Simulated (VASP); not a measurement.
# Hf (I4/mmm) in VASP: a series of runs

The runs below take Hf through single point, with PBEsol.

Program: VASP 6.6.1. These are calculated values, not measurements. Logs are shortened: lines on timing, memory, paths and dates and some standing lists are left out, and cuts for length are marked.

## 1. The cell of the first run

The structure is tetragonal, space group I4/mmm (No. 139). The conventional cell has a = 3.556 Å, b = 3.556 Å, c = 3.718 Å, α = 90.00°, β = 90.00°, γ = 90.00°. Hf (site symmetry 4/mmm) has 14 Hf at 3.13 to 3.72 Å within 4.1 Å.

## 2. Single point, PBEsol (strain -0.015 along x and y, +0.030 along z)

INCAR

```
PREC = Accurate
ENCUT = 520
EDIFF = 1E-7
ISMEAR = 0
SIGMA = 0.15
LREAL = F
LASPH = T
NELM = 60
ALGO = Fast
ISIF = 2
LWAVE = F
LCHARG = T
GGA = PS
LELF = T
LVHAR = T
NBANDS = 11
```

KPOINTS

```
Automatic mesh
0
Gamma
  18 18 18
```

POSCAR

```
Hf
1.0
   -1.7779250000      1.7779250000      1.8591500000
    1.7779250000     -1.7779250000      1.8591500000
    1.7779250000      1.7779250000     -1.8591500000
Hf
1
Direct
    0.0000000000      0.0000000000      0.0000000000
```

Potentials or basis: VASP PAW PBE potentials, release 64 (Hf_pv).

On the command line:

```bash
cat potpaw_PBE.64/Hf_pv/POTCAR > POTCAR
mpirun -np 1 vasp_std > vasp.out
```

OUTCAR:

```text
PREC = Accurate
   ENCUT = 520
   EDIFF = 1E-7
   ISMEAR = 0
   LREAL = F
   LASPH = T
   NELM = 60
   ISIF = 2
   GGA = PS

 ion  position               nearest neighbor table
   1  0.000  0.000  0.000-

  LATTYP: Found a body centered tetragonal cell.
 ALAT       =     3.5558500000
 C/A-ratio  =     1.0456852792

  Lattice vectors:

 A1 = (  -1.7779250000,   1.7779250000,   1.8591500000)
 A2 = (   1.7779250000,  -1.7779250000,   1.8591500000)
 A3 = (   1.7779250000,   1.7779250000,  -1.8591500000)

Analysis of symmetry for initial positions (statically):
=====================================================================
 Subroutine PRICEL returns:
 Original cell was already a primitive cell.

 Routine SETGRP: Setting up the symmetry group for a
 body centered tetragonal supercell.

 Subroutine GETGRP returns: Found 16 space group operations
 (whereof 16 operations were pure point group operations)
 out of a pool of 16 trial point group operations.

The static configuration has the point symmetry D_4h.

Analysis of symmetry for dynamics (positions and initial velocities):
=====================================================================
 Subroutine PRICEL returns:
 Original cell was already a primitive cell.

 Routine SETGRP: Setting up the symmetry group for a
 body centered tetragonal supercell.

 Subroutine GETGRP returns: Found 16 space group operations
 (whereof 16 operations were pure point group operations)
 out of a pool of 16 trial point group operations.

The dynamic configuration has the point symmetry D_4h.

 Subroutine INISYM returns: Found 16 space group operations
 (whereof 16 operations are pure point group operations),
 and found     1 'primitive' translations

----------------------------------------------------------------------------------------

                                     Primitive cell

  volume of cell :      23.5072

  direct lattice vectors                    reciprocal lattice vectors
    -1.777925000  1.777925000  1.859150000     0.000000000  0.281226711  0.268940107
     1.777925000 -1.777925000  1.859150000     0.281226711  0.000000000  0.268940107
     1.777925000  1.777925000 -1.859150000     0.281226711  0.281226711  0.000000000

  length of vectors
     3.127055058  3.127055058  3.127055058     0.389123687  0.389123687  0.397714629

  position of ions in fractional coordinates (direct lattice)
     0.000000000  0.000000000  0.000000000

  ion indices of the primitive-cell ions
   primitive index   ion index
                 1           1

----------------------------------------------------------------------------------------

 KPOINTS: Automatic mesh

Automatic generation of k-mesh.
 Grid dimensions read from file:
 generate k-points for:   18   18   18

 Generating k-lattice:

  Cartesian coordinates                     Fractional coordinates (reciprocal lattice)
     0.000000000  0.015623706  0.014941117     0.055555556 -0.000000000  0.000000000
     0.015623706  0.000000000  0.014941117    -0.000000000  0.055555556  0.000000000
     0.015623706  0.015623706  0.000000000     0.000000000  0.000000000  0.055555556

  Length of vectors
     0.021617983  0.021617983  0.022095257

  Shift w.r.t. Gamma in fractional coordinates (k-lattice)
     0.000000000  0.000000000  0.000000000

 Subroutine IBZKPT returns following result:
 ===========================================

 Found    480 irreducible k-points:

 Following reciprocal coordinates:
            Coordinates               Weight
  0.000000  0.000000  0.000000      1.000000
  0.055556  0.000000  0.000000      8.000000
  0.111111  0.000000  0.000000      8.000000
  0.166667  0.000000  0.000000      8.000000
  0.222222  0.000000  0.000000      8.000000
  0.277778  0.000000  0.000000      8.000000
[... 16 lines left out ...]
 -0.277778  0.055556 -0.000000     16.000000
 -0.222222  0.055556 -0.000000     16.000000
 [... further k-points ...]
   k-points           NKPTS =    480   k-points in BZ     NKDIM =    480   number of bands    NBANDS=     11
   number of dos      NEDOS =    301   number of ions     NIONS =      1
   total plane-waves  NPLWV =  13824
   dimension x,y,z NGX =    24 NGY =   24 NGZ =   24
   dimension x,y,z NGXF=    48 NGYF=   48 NGZF=   48
   ions per type =               1
   NGX,Y,Z   is equivalent  to a cutoff of  12.76, 12.76, 12.76 a.u.
   NGXF,Y,Z  is equivalent  to a cutoff of  25.52, 25.52, 25.52 a.u.
 SYSTEM =  unknown system
   PREC   = accura    normal or accurate (medium, high low for compatibility)
   ISTART =      0    job   : 0-new  1-cont  2-samecut
   ICHARG =      2    charge: 1-file 2-atom 10-const
   ISPIN  =      1    spin polarized calculation?
   LNONCOLLINEAR =      F non collinear calculations
   LSORBIT =      F    spin-orbit coupling
   LASPH  =      T    aspherical Exc in radial PAW
   ENCUT  =  520.0 eV  38.22 Ry    6.18 a.u.   5.81  5.81  5.81*2*pi/ulx,y,z
   NELM   =     60;   NELMIN=  2; NELMDL= -5     # of ELM steps
   EDIFF  = 0.1E-06   stopping-criterion for ELM
   LREAL  =      F    real-space projection
   EDIFFG = 0.1E-05   stopping-criterion for IOM
   NSW    =      0    number of steps for IOM
   IBRION =     -1    ionic relax: 0-MD 1-quasi-New 2-CG
   NFREE  =      0    steps in history (QN), initial steepest desc. (CG)
   ISIF   =      2    stress and relaxation
   ISYM   =      2    0-nonsym 1-usesym 2-fastsym
   POTIM  = 0.5000    time-step for ionic-motion
   TEBEG  =    0.0;   TEEND  =   0.0 temperature during run
   PSTRESS=    0.0 pullay stress
   NELECT =      10.0000    total number of electrons
   NUPDOWN=      -1.0000    fix difference up-down
   EMIN   =  10.00;   EMAX   =-10.00  energy-range for DOS
   EFERMI =   0.00;   METHOD = LEGACY
   ISMEAR =     0;   SIGMA  =   0.15  broadening in eV -4-tet -1-fermi 0-gaus
   EFERMI_NEDOS =   21; number of points for ismear=-14 and -15
   IALGO  =     68    algorithm
   IMIX   =      4    mixing-type and parameters
     AMIX     =   0.40;   BMIX     =  1.00
     AMIX_MAG =   1.60;   BMIX_MAG =  1.00
  volume/ion in A,a.u.               =      23.51       158.63
  Fermi-wavevector in a.u.,A,eV,Ry     =   1.231235  2.326697 20.625622  1.515940
  Thomas-Fermi vector in A             =   2.366053
   LORBIT       =      0    0 simple, 1 ext, 2 COOP (PROOUT), +10 PAW based schemes
   GGA     = PS    functional components
   LHFCALC =     F    Hartree Fock is set to
   AEXX    =    0.0000 exact exchange contribution
   IVDW    =     0    specifies the selected vdW correction
   LEPSILON=     F    determine dielectric tensor
   LRPA    =     F    only Hartree local field effects (RPA)
 non-spin polarized calculation
 RMM-DIIS sequential band-by-band and
 Gauss-broadening in eV      SIGMA  =   0.15
  energy-cutoff  :      520.00
  volume of cell :       23.51
 maximum number of plane-waves:       650
   NGX = 11   NGY = 11   NGZ = 11

 number of electron      10.0000000 magnetization

 number of electron       9.9999999 magnetization

 Free energy of the ion-electron system (eV)
  ---------------------------------------------------
  ext. energy  EPLUGINS =         0.00000000
  ---------------------------------------------------
  free energy    TOTEN  =       -10.27766413 eV

  energy without entropy =      -10.25349318  energy(sigma->0) =      -10.26557866

 E-fermi :   4.1018     XC(G=0): -11.1674

 val. band max:        4.1012286380   @ k =  -0.2222  -0.4444   0.0556
 cond. band min:       4.1034905508   @ k =   0.5000   0.2222   0.0000
 fundamental gap:      0.0022619128
 Fermi energy:         4.1018473010

 k-point     1 :       0.0000    0.0000    0.0000
  band No.  band energies     occupation
      1     -25.8876      2.00000
      2     -25.8871      2.00000
      3     -25.8871      2.00000
      4      -2.7886      2.00000
      5       5.4245      0.00000
      6       5.4245      0.00000
      7       5.8749      0.00000
      8       7.8839      0.00000
      9       8.5018      0.00000
     10      16.7533      0.00000
     11      17.4162      0.00000

 k-point     2 :       0.0556    0.0000    0.0000
  band No.  band energies     occupation
      1     -25.9097      2.00000
      2     -25.8938      2.00000
      3     -25.8872      2.00000
      4      -2.6817      2.00000
      5       5.4011      0.00000
      6       5.4318      0.00000
      7       5.8995      0.00000
      8       7.7975      0.00000
      9       8.4608      0.00000
     10      16.9548      0.00000
     11      17.6118      0.00000

 k-point     3 :       0.1111    0.0000    0.0000
  band No.  band energies     occupation
      1     -25.9737      2.00000
      2     -25.9132      2.00000
      3     -25.8870      2.00000
      4      -2.3693      2.00000
      5       5.3020      0.00000
      6       5.3287      0.00000
      7       6.1134      0.00000
      8       7.5988      0.00000
      9       8.3931      0.00000
     10      17.3554      0.00000
     11      18.1620      0.00000

 k-point     4 :       0.1667    0.0000    0.0000
  band No.  band energies     occupation
      1     -26.0702      2.00000
      2     -25.9427      2.00000
      3     -25.8867      2.00000
      4      -1.8765      2.00000
      5       5.0753      0.00000
      6       5.0807      0.00000
      7       6.5856      0.00000
      8       7.4576      0.00000
      9       8.3565      0.00000
     10      17.5913      0.00000
     11      19.0688      0.00000
[... 239 lines left out ...]
 k-point    22 :      -0.3333    0.0556    0.0000
  band No.  band energies     occupation
      1     -26.3685      2.00000
      2     -26.0369      2.00000
      3     -25.8959      2.00000
      4      -0.1414      2.00000
      5       4.2980      0.06443
      6       4.3197      0.03997
      7       7.5675      0.00000
      8       8.6041      0.00000
      9       8.7061      0.00000
     10      16.2709      0.00000
     11      16.3968      0.00000

 k-point    23 :      -0.2778    0.0556   -0.0000
  band No.  band energies     occupation
      1     -26.2552      2.00000
      2     -25.9977      2.00000
      3     -25.8963      2.00000
      4      -0.8187      2.00000
      5       4.5172      0.00009
      6       4.6074      0.00000
      7       7.4550      0.00000
      8       7.7295      0.00000
      9       8.5184      0.00000
     10      17.2006      0.00000
     11      17.6498      0.00000

 k-point    24 :      -0.2222    0.0556   -0.0000
  band No.  band energies     occupation
      1     -26.1391      2.00000
      2     -25.9584      2.00000
      3     -25.8964      2.00000
      4      -1.4872      2.00000
      5       4.8143      0.00000
      6       4.9428      0.00000
      7       6.9552      0.00000
      8       7.4344      0.00000
      9       8.3958      0.00000
     10      17.7193      0.00000
     11      18.5108      0.00000

 [... further k-points ...]
[... 5 lines left out ...]
  --------------------------------------------------------------------------------------
  -------------------------------------------------------------------------------------
  Total       -1.4355799     -1.4355799     -1.1572582      0.0000000      0.0000000      0.0000000
  in kB      -97.8445554    -97.8445554    -78.8750295      0.0000000      0.0000000      0.0000000
  external PRESSURE =     -91.5213801 kB  Pullay stress =       0.0000000 kB

 VOLUME and BASIS-vectors are now :
 -----------------------------------------------------------------------------
  energy-cutoff  :      520.00
  volume of cell :       23.51
      direct lattice vectors                 reciprocal lattice vectors
    -1.777925000  1.777925000  1.859150000     0.000000000  0.281226711  0.268940107
     1.777925000 -1.777925000  1.859150000     0.281226711  0.000000000  0.268940107
     1.777925000  1.777925000 -1.859150000     0.281226711  0.281226711  0.000000000

 POSITION                                       TOTAL-FORCE (eV/Angst)
 -----------------------------------------------------------------------------------
      0.00000      0.00000      0.00000        -0.000000      0.000000      0.000000
 -----------------------------------------------------------------------------------
    total drift:                                0.000000      0.000000      0.000000

  FREE ENERGIE OF THE ION-ELECTRON SYSTEM (eV)
  ---------------------------------------------------
  free  energy   TOTEN  =       -10.2776641343 eV

  energy  without entropy=      -10.2534931817  energy(sigma->0) =      -10.26557866
```

Run time: 3.8 min. Hardware: 1 thread of Intel Xeon 8259CL, shared host; peak memory 0.24 GiB.

Results:

```yaml
Free_energy: -10.2777 eV
Pressure: -9.2 GPa
Band_gap_on_the_k_mesh: zero (bands 5 and 6 overlap by 2.09 eV)
```

Stress tensor (GPa, compression positive):
```
-9.78  0.00  0.00
 0.00 -9.78  0.00
 0.00  0.00 -7.89
```

Caveat: the cell differs from its parent crystal (strain -0.015 along x and y, +0.030 along z); the cell stands under tension; the PAW data sets were made with another functional, which shifts forces and pressure a little; spin-orbit coupling is left out, which moves the levels of the heavy elements.

## 3. Single point, PBEsol (strain +0.015 along x and y, -0.030 along z)

INCAR

```
SYSTEM = Hf
PREC = Accurate ; ENCUT = 520
EDIFF = 1E-6 ; ISMEAR = 0
SIGMA = 0.15 ; LREAL = .False.
LASPH = .True. ; NELM = 60
ALGO = Fast ; ISIF = 2
LWAVE = .False. ; LCHARG = .False.
GGA = PS ; NBANDS = 11
```

KPOINTS

```
Automatic mesh
0
Gamma
  18 18 18
  0 0 0
```

POSCAR

```
Hf
1.0
   -1.8320750000      1.8320750000      1.7508500000
    1.8320750000     -1.8320750000      1.7508500000
    1.8320750000      1.8320750000     -1.7508500000
Hf
1
Direct
    0.0000000000      0.0000000000      0.0000000000
```

Potentials or basis: VASP PAW PBE potentials, release 64 (Hf_pv).

On the command line:

```bash
cat potpaw_PBE.64/Hf_pv/POTCAR > POTCAR
mpirun -np 1 vasp_std > vasp.out
```

It took 3.5 min on 1 thread of Intel Xeon 8259CL, shared host; peak memory 0.24 GiB.

The run converged. Its results:

* Free energy: -10.2787 eV
* Pressure: -9.2 GPa
* Band gap on the k mesh: zero (bands 5 and 6 overlap by 1.99 eV)

Stress tensor (GPa, compression positive):
```
 -8.34   0.00   0.00
  0.00  -8.34   0.00
  0.00   0.00 -10.88
```

Levels at points of the mesh, in eV from the Fermi level:
```csv
k point,band 3,band 4,band 5,band 6,band 7,band 8
"(0.00, 0.00, 0.00)",-29.99,-6.89,1.15,1.63,1.63,3.76
"(0.50, 0.00, 0.00)",-30.00,-3.22,-0.60,1.00,4.00,5.09
"(0.50, 0.50, 0.00)",-29.98,-3.30,-0.09,0.74,3.49,4.65
"(0.50, 0.50, 0.50)",-30.44,-2.43,-2.32,6.35,6.35,6.49
```

Caveat: the cell differs from its parent crystal (strain +0.015 along x and y, -0.030 along z); the cell stands under tension; the PAW data sets were made with another functional, which shifts forces and pressure a little; spin-orbit coupling is left out, which moves the levels of the heavy elements.
